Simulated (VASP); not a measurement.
# Te (P6_3/mmc) in VASP: notebook

Runs on Te. Level: PBE. Tasks: relaxation of cell and atoms, single point.

Everything below comes from runs of VASP 6.6.1. Logs are shortened: lines on timing, memory, paths and dates and some standing lists are left out, and cuts for length are marked.

## 1. The cell of the first run

It takes space group P6_3/mmc (No. 194, hexagonal). The conventional cell has a = 3.442 Å, b = 3.442 Å, c = 5.621 Å, α = 90.00°, β = 90.00°, γ = 120.00°. Within 4.5 Å of Te (site symmetry -6m2) lie 12 Te at 3.44 Å.

This isn't the form of Te at room conditions, which is trigonal, of chains.

## 2. Relaxation of cell and atoms, PBE

INCAR reads:

```
SYSTEM = Te
  PREC = Accurate
  ENCUT = 600
  EDIFF = 1E-6
  ISMEAR = -1
  SIGMA = 0.1
  LREAL = .False.
  LASPH = .True.
  NELM = 100
  ALGO = Normal
  ISIF = 3
  LWAVE = .False.
  LCHARG = .False.
  GGA = PE
  IBRION = 2
  NSW = 80
  EDIFFG = -0.01
```

KPOINTS reads:

```
Automatic mesh
0
Gamma
  11 11 6
  0 0 0
```

POSCAR reads:

```
Te
1.0
    3.4420649897      0.0000000000      0.0000000000
   -1.7210324948      2.9809157225      0.0000000000
    0.0000000000      0.0000000000      5.6208921281
Te
2
Direct
    0.3333333333      0.6666666667      0.2500000000
    0.6666666667      0.3333333333      0.7500000000
```

Potentials or basis: VASP PAW PBE potentials, release 64 (Te).

On the command line:

```
> cat potpaw_PBE.64/Te/POTCAR > POTCAR
> mpirun -np 1 vasp_std > vasp.out
```

OUTCAR:

```text
SYSTEM = Te
   PREC = Accurate
   ENCUT = 600
   EDIFF = 1E-6
   ISMEAR = -1
   LREAL = .False.
   LASPH = .True.
   NELM = 100
   ISIF = 3
   GGA = PE
   IBRION = 2
   NSW = 80
   EDIFFG = -0.01

 ion  position               nearest neighbor table
   1  0.333  0.667  0.250-   2 3.44   2 3.44   2 3.44   2 3.44   2 3.44   2 3.44
   2  0.667  0.333  0.750-   1 3.44   1 3.44   1 3.44   1 3.44   1 3.44   1 3.44

  LATTYP: Found a hexagonal cell.
 ALAT       =     3.4420649897
 C/A-ratio  =     1.6330000000

  Lattice vectors:

 A1 = (   3.4420649897,   0.0000000000,   0.0000000000)
 A2 = (  -1.7210324948,   2.9809157225,   0.0000000000)
 A3 = (   0.0000000000,   0.0000000000,   5.6208921281)

Analysis of symmetry for initial positions (statically):
=====================================================================
 Subroutine PRICEL returns:
 Original cell was already a primitive cell.

 Routine SETGRP: Setting up the symmetry group for a
 hexagonal supercell.

 Subroutine GETGRP returns: Found 24 space group operations
 (whereof 12 operations were pure point group operations)
 out of a pool of 24 trial point group operations.

The static configuration has the point symmetry D_3d.
 The point group associated with its full space group is D_6h.

Analysis of symmetry for dynamics (positions and initial velocities):
=====================================================================
 Subroutine PRICEL returns:
 Original cell was already a primitive cell.

 Routine SETGRP: Setting up the symmetry group for a
 hexagonal supercell.

 Subroutine GETGRP returns: Found 24 space group operations
 (whereof 12 operations were pure point group operations)
 out of a pool of 24 trial point group operations.

The dynamic configuration has the point symmetry D_3d.
 The point group associated with its full space group is D_6h.

 Subroutine INISYM returns: Found 24 space group operations
 (whereof 12 operations are pure point group operations),
 and found     1 'primitive' translations

----------------------------------------------------------------------------------------

                                     Primitive cell

  volume of cell :      57.6732

  direct lattice vectors                    reciprocal lattice vectors
     3.442064990  0.000000000  0.000000000     0.290523277  0.167733692  0.000000000
    -1.721032495  2.980915722  0.000000000     0.000000000  0.335467384  0.000000000
     0.000000000  0.000000000  5.620892128     0.000000000  0.000000000  0.177907702

  length of vectors
     3.442064990  3.442064990  5.620892128     0.335467384  0.335467384  0.177907702

  position of ions in fractional coordinates (direct lattice)
     0.333333333  0.666666667  0.250000000
[... 110 lines left out ...]
 non-spin polarized calculation
  energy-cutoff  :      600.00
  volume of cell :       57.67
 maximum number of plane-waves:      1945
 NGX is ok and might be reduce to    28
   NGX = 13   NGY = 13   NGZ = 23

--------------------------------------- Ionic step        1  -------------------------------------------

 number of electron      12.0000000 magnetization

 Free energy of the ion-electron system (eV)
  ---------------------------------------------------
  ext. energy  EPLUGINS =         0.00000000
  ---------------------------------------------------
  free energy    TOTEN  =        -5.48561353 eV

  energy without entropy =       -5.42429825  energy(sigma->0) =       -5.45495589

------------------------ aborting loop because EDIFF is reached ----------------------------------------

  FORCE on cell =-STRESS in cart. coord.  units (eV):
  Direction    XX          YY          ZZ          XY          YZ          ZX
  --------------------------------------------------------------------------------------
  -------------------------------------------------------------------------------------
  Total        0.0231148      0.0231148     -0.9718893      0.0000000      0.0000000      0.0000000
  in kB        0.6421361      0.6421361    -26.9993549      0.0000000      0.0000000      0.0000000
  external PRESSURE =      -8.5716942 kB  Pullay stress =       0.0000000 kB
[... 89 lines left out ...]
  FREE ENERGIE OF THE ION-ELECTRON SYSTEM (eV)
  ---------------------------------------------------
  free  energy   TOTEN  =        -5.5353685922 eV

  energy  without entropy=       -5.4866743289  energy(sigma->0) =       -5.51102146

 E-fermi :   8.3111     XC(G=0): -10.1928

 val. band max:        8.3009654268   @ k =   0.1818   0.1818   0.3333
 cond. band min:       8.3307356522   @ k =   0.0000   0.0000   0.1667
 fundamental gap:      0.0297702253
 Fermi energy:         8.3110556676

 k-point     1 :       0.0000    0.0000    0.0000
  band No.  band energies     occupation
      1      -5.9443      2.00000
      2      -1.2568      2.00000
      3       2.3677      2.00000
      4       8.1948      1.52345
      5       8.1948      1.52345
      6      10.3899      0.00000
      7      10.3899      0.00000
      8      12.6828      0.00000
      9      12.8658      0.00000
     10      15.6922      0.00000
[... 287 lines left out ...]
 k-point    24 :       0.1818    0.0909    0.1667
  band No.  band energies     occupation
      1      -5.0280      2.00000
      2      -1.6717      2.00000
      3       3.5666      2.00000
      4       5.8369      2.00000
      5       6.4587      2.00000
      6       7.9492      1.94774
      7       9.8314      0.00000
      8      10.8654      0.00000
      9      13.8518      0.00000
     10      15.3431      0.00000

 [... further k-points ...]

[... ionic steps 4 to 15 ...]

--------------------------------------- Ionic step       16  -------------------------------------------

 number of electron      11.9999999 magnetization

------------------------ aborting loop because EDIFF is reached ----------------------------------------
[... 67 lines left out ...]
--------------------------------------- Ionic step       18  -------------------------------------------

 number of electron      12.0000000 magnetization

 Free energy of the ion-electron system (eV)
  ---------------------------------------------------
  ext. energy  EPLUGINS =         0.00000000
  ---------------------------------------------------
  free energy    TOTEN  =        -5.94332499 eV

  energy without entropy =       -5.89587517  energy(sigma->0) =       -5.91960008

 E-fermi :   6.7442     XC(G=0):  -9.5223

 val. band max:        6.7358564169   @ k =   0.1818   0.1818   0.0000
 cond. band min:       6.7527275257   @ k =   0.3636   0.2727   0.1667
 fundamental gap:      0.0168711088
 Fermi energy:         6.7442020954

 k-point     1 :       0.0000    0.0000    0.0000
  band No.  band energies     occupation
      1      -6.8705      2.00000
      2      -1.8966      2.00000
      3       2.2816      2.00000
      4       4.9599      2.00000
      5       4.9599      2.00000
      6       7.6584      0.00021
      7       7.6584      0.00021
      8       9.9635      0.00000
      9      10.0571      0.00000
     10      12.6650      0.00000
[... 328 lines left out ...]
  FREE ENERGIE OF THE ION-ELECTRON SYSTEM (eV)
  ---------------------------------------------------
  free  energy   TOTEN  =        -5.9433249870 eV

  energy  without entropy=       -5.8958751657  energy(sigma->0) =       -5.91960008

 reached required accuracy - stopping structural energy minimisation
```

OSZICAR:

```text
N       E                     dE             d eps       ncg     rms          rms(c)
DAV:   1     0.512619904065E+02    0.51262E+02   -0.51315E+03  1280   0.109E+03
DAV:   2    -0.294085078732E+01   -0.54203E+02   -0.52977E+02  1942   0.137E+02
DAV:   3    -0.546049791456E+01   -0.25196E+01   -0.24759E+01  1502   0.355E+01
[... 146 lines left out ...]
DAV:   2    -0.594385007007E+01    0.10960E-02   -0.15115E-03  1320   0.279E-01    0.136E-01
DAV:   3    -0.594335271020E+01    0.49736E-03   -0.81960E-04  1334   0.154E-01    0.722E-02
DAV:   4    -0.594332648750E+01    0.26223E-04   -0.78608E-05  1424   0.499E-02    0.114E-01
DAV:   5    -0.594332473877E+01    0.17487E-05   -0.39932E-06  1312   0.161E-02    0.105E-02
DAV:   6    -0.594332498701E+01   -0.24824E-06   -0.71900E-08   662   0.266E-03
  18 F= -.59433250E+01 E0= -.59196001E+01  d E =-.891315E-03
```

CONTCAR:

```text
Te
   1.00000000000000
     4.0541967476077954    0.0000000000103557   -0.0000000000000000
    -2.0270983737360364    3.5110373752754920    0.0000000000000000
    -0.0000000000000000    0.0000000000000001    4.4133181006600948
  Te
     2
Direct
     0.3333333332999970    0.6666666667000030    0.2500000000000000
     0.6666666667000030    0.3333333332999970    0.7500000000000000

  0.00000000E+00  0.00000000E+00  0.00000000E+00
  0.00000000E+00  0.00000000E+00  0.00000000E+00
```

It took 2.4 min on 1 thread of Intel Xeon 6975P-C (Granite Rapids), shared host; peak memory 0.23 GiB.

Results:

| Quantity | Value |
| --- | --- |
| Free energy | -5.9433 eV |
| Relaxed volume | 31.41 Å³/atom |
| Relaxed cell | a = 4.054 Å, b = 4.054 Å, c = 4.413 Å, α = 90.00°, β = 90.00°, γ = 120.00° |
| Space group after relaxing (to 0.1 Å) | P6_3/mmc (No. 194) |
| Energy gained by relaxing | 228.9 meV/atom |
| Ionic steps | 18 |
| Pressure after relaxing | 0.0 GPa |
| Band gap on the k mesh | zero (bands 6 and 7 overlap by 2.06 eV) |

Step by step:
| step | energy change (eV) | largest force (eV/Å) | pressure (GPa) | volume (Å³) |
| --- | --- | --- | --- | --- |
| 1 | 0.0000 | 0.0000 | -0.86 | 57.67 |
| 2 | -0.0214 | 0.0000 | 0.25 | 56.38 |
| 3 | -0.0498 | 0.0000 | 5.34 | 52.50 |
| 4 | -0.0519 | 0.0000 | 5.48 | 52.42 |
| 5 | -0.0573 | 0.0000 | 5.94 | 52.19 |
| 6 | -0.0627 | 0.0000 | 6.97 | 51.71 |
| 7 | -0.0726 | 0.0000 | 6.75 | 51.87 |
| 8 | -0.1014 | 0.0000 | 6.16 | 52.33 |
| 9 | -0.1550 | 0.0000 | 5.05 | 53.26 |
| 10 | -0.2484 | 0.0000 | 3.14 | 55.12 |
| 11 | -0.3710 | 0.0000 | 0.50 | 58.82 |
| 12 | -0.4330 | 0.0000 | -2.25 | 66.11 |
| 13 | -0.4375 | 0.0000 | -1.66 | 64.04 |
| 14 | -0.4523 | 0.0000 | -1.00 | 63.79 |
| 15 | -0.4567 | 0.0000 | -0.47 | 63.58 |
| 16 | -0.4568 | 0.0000 | -0.36 | 63.54 |
| 17 | -0.4574 | 0.0000 | -0.21 | 63.25 |
| 18 | -0.4577 | 0.0000 | 0.01 | 62.82 |

Final structure:
```yaml
crystal:
  lattice:
    - [4.05420, 0.00000, 0.00000]
    - [-2.02710, 3.51104, 0.00000]
    - [0.00000, 0.00000, 4.41332]
  atoms:
    - { symbol: Te, position: [0.33333, 0.66667, 0.25000] }
    - { symbol: Te, position: [0.66667, 0.33333, 0.75000] }
```

Caveat: a cell axis changed by over 15 % at a fixed basis, so the end point is rough; spin-orbit coupling is left out, which moves the levels of the heavy elements.

## 3. Single point, PBE (28.95 Å³/atom)

This run uses another cell than the first one, of 28.95 Å³/atom.

INCAR reads:

```
PREC = Accurate ; ENCUT = 520
EDIFF = 1E-6 ; ISMEAR = -1
SIGMA = 0.1 ; LREAL = F
LASPH = T ; NELM = 60
ALGO = Normal ; ISIF = 2
LWAVE = F ; LCHARG = F
GGA = PE ; NBANDS = 13
```

KPOINTS reads:

```
regular mesh
0
Gamma
  15 15 12
```

POSCAR reads:

```
Te
1.0
    3.9467434709      0.0000000000      0.0000000000
   -1.9733717354      3.4179801080      0.0000000000
    0.0000000000      0.0000000000      4.2924628834
Te
2
Direct
    0.3333333333      0.6666666667      0.2500000000
    0.6666666667      0.3333333333      0.7500000000
```

Potentials or basis: VASP PAW PBE potentials, release 64 (Te).

On the command line:

```
> cat potpaw_PBE.64/Te/POTCAR > POTCAR
> mpirun -np 1 vasp_std > vasp.out
```

Wall time 37 s (1 thread of Intel Xeon 6975P-C (Granite Rapids), shared host); peak memory 0.25 GiB.

The run converged. Its results:

```yaml
Free_energy: -5.8776 eV
Pressure: 4.8 GPa
Band_gap_on_the_k_mesh: zero (bands 6 and 7 overlap by 2.42 eV)
```

Stress tensor (GPa, compression positive):
```
4.08 0.00 0.00
0.00 4.08 0.00
0.00 0.00 6.38
```

Levels at points of the mesh, in eV from the Fermi level:
| k point | band 2 | band 3 | band 4 | band 5 | band 6 | band 7 | band 8 | band 9 | band 10 | band 11 |
| --- | --- | --- | --- | --- | --- | --- | --- | --- | --- | --- |
| (0.00, 0.00, 0.00) | -8.51 | -4.95 | -1.99 | -1.99 | 0.94 | 0.94 | 2.89 | 3.70 | 5.89 | 7.97 |
| (0.00, 0.00, 0.50) | -12.41 | -0.49 | -0.49 | -0.46 | -0.46 | -0.46 | -0.46 | 6.35 | 6.35 | 6.35 |

Caveat: the cell stands under pressure; spin-orbit coupling is left out, which moves the levels of the heavy elements.

## 4. Single point, PBE (30.21 Å³/atom)

This run uses another cell than the first one, of 30.21 Å³/atom.

INCAR reads:

```
PREC = Accurate
ENCUT = 520
EDIFF = 1E-6
ISMEAR = -1
SIGMA = 0.1
LREAL = False
LASPH = True
NELM = 60
ALGO = Normal
ISIF = 2
LWAVE = False
LCHARG = False
GGA = PE
NBANDS = 13
```

KPOINTS reads:

```
Automatic mesh
0
Gamma
  15 15 12
```

POSCAR reads:

```
Te
1.0
    4.0031331390      0.0000000000      0.0000000000
   -2.0015665695      3.4668149931      0.0000000000
    0.0000000000      0.0000000000      4.3537920676
Te
2
Direct
    0.3333333333      0.6666666667      0.2500000000
    0.6666666667      0.3333333333      0.7500000000
```

Potentials or basis: VASP PAW PBE potentials, release 64 (Te).

On the command line:

```
> cat potpaw_PBE.64/Te/POTCAR > POTCAR
> mpirun -np 1 vasp_std > vasp.out
```

OUTCAR:

```text
PREC = Accurate
   ENCUT = 520
   EDIFF = 1E-6
   ISMEAR = -1
   LREAL = False
   LASPH = True
   NELM = 60
   ISIF = 2
   GGA = PE

 ion  position               nearest neighbor table
   1  0.333  0.667  0.250-   2 3.17   2 3.17   2 3.17   2 3.17   2 3.17   2 3.17
   2  0.667  0.333  0.750-   1 3.17   1 3.17   1 3.17   1 3.17   1 3.17   1 3.17

  LATTYP: Found a hexagonal cell.
 ALAT       =     4.0031331390
 C/A-ratio  =     1.0875961194

  Lattice vectors:

 A1 = (   4.0031331390,   0.0000000000,   0.0000000000)
 A2 = (  -2.0015665695,   3.4668149931,   0.0000000000)
 A3 = (   0.0000000000,   0.0000000000,   4.3537920676)

Analysis of symmetry for initial positions (statically):
=====================================================================
 Subroutine PRICEL returns:
 Original cell was already a primitive cell.

 Routine SETGRP: Setting up the symmetry group for a
 hexagonal supercell.

 Subroutine GETGRP returns: Found 24 space group operations
 (whereof 12 operations were pure point group operations)
 out of a pool of 24 trial point group operations.

The static configuration has the point symmetry D_3d.
[... 176 lines left out ...]
      5       5.3934      2.00000
      6       8.2076      0.00022
      7       8.2076      0.00022
      8      10.3398      0.00000
      9      10.7685      0.00000
     10      13.1921      0.00000
     11      15.2100      0.00000
     12      15.2100      0.00000
     13      16.4622      0.00000
[... 354 lines left out ...]
  band No.  band energies     occupation
      1      -4.5849      2.00000
      2      -3.5764      2.00000
      3       2.2738      2.00000
      4       4.9275      2.00000
      5       5.0713      2.00000
      6       6.2272      1.99995
      7       6.3111      1.99989
      8       8.6016      0.00000
      9      11.7530      0.00000
     10      12.7242      0.00000
     11      15.4896      0.00000
     12      15.5857      0.00000
     13      18.1107      0.00000

 [... further k-points ...]

------------------------ aborting loop because EDIFF is reached ----------------------------------------

  FORCE on cell =-STRESS in cart. coord.  units (eV):
  Direction    XX          YY          ZZ          XY          YZ          ZX
  --------------------------------------------------------------------------------------
  -------------------------------------------------------------------------------------
  Total        0.6985717      0.6985717      0.9699772      0.0000000      0.0000000      0.0000000
  in kB       18.5235045     18.5235045     25.7201627      0.0000000      0.0000000      0.0000000
  external PRESSURE =      20.9223906 kB  Pullay stress =       0.0000000 kB

 VOLUME and BASIS-vectors are now :
 -----------------------------------------------------------------------------
  energy-cutoff  :      520.00
  volume of cell :       60.42
      direct lattice vectors                 reciprocal lattice vectors
     4.003133139  0.000000000  0.000000000     0.249804332  0.144224598  0.000000000
    -2.001566570  3.466814993  0.000000000     0.000000000  0.288449197  0.000000000
     0.000000000  0.000000000  4.353792068     0.000000000  0.000000000  0.229684832

 POSITION                                       TOTAL-FORCE (eV/Angst)
 -----------------------------------------------------------------------------------
     -0.00000      2.31121      1.08845        -0.000000      0.000000      0.000000
      2.00157      1.15560      3.26534         0.000000     -0.000000      0.000000
 -----------------------------------------------------------------------------------
    total drift:                               -0.000000      0.000000      0.000000

  FREE ENERGIE OF THE ION-ELECTRON SYSTEM (eV)
  ---------------------------------------------------
  free  energy   TOTEN  =        -5.9313714209 eV

  energy  without entropy=       -5.8876643654  energy(sigma->0) =       -5.90951789
```

stdout:

```text
POSCAR found type information on POSCAR Te
 POSCAR found :  1 types and       2 ions
 scaLAPACK will be used
 LDA part: xc-table for (Slater+PW92), standard interpolation
 POSCAR, INCAR and KPOINTS ok, starting setup
 FFT: planning ... GRIDC
 FFT: planning ... GRID_SOFT
 FFT: planning ... GRID
 WAVECAR not read
 entering main loop
```

Wall time 36 s (1 thread of Intel Xeon 6975P-C (Granite Rapids), shared host); peak memory 0.26 GiB.

What came out:

| Item | Value |
| --- | --- |
| Free energy | -5.9314 eV |
| Pressure | 2.1 GPa |
| Band gap on the k mesh | zero (bands 6 and 7 overlap by 2.38 eV) |

Stress tensor (GPa, compression positive):
```
1.85 0.00 0.00
0.00 1.85 0.00
0.00 0.00 2.57
```

Levels at points of the mesh, in eV from the Fermi level:
```tsv
k point	band 3	band 4	band 5	band 6	band 7	band 8	band 9	band 10
(0.00, 0.00, 0.00)	-4.71	-1.90	-1.90	0.91	0.91	3.04	3.47	5.90
(0.00, 0.00, 0.50)	-0.59	-0.59	-0.44	-0.44	-0.44	-0.44	6.41	6.41
```

Caveat: spin-orbit coupling is left out, which moves the levels of the heavy elements.

(Continued in part 2 of 2.)
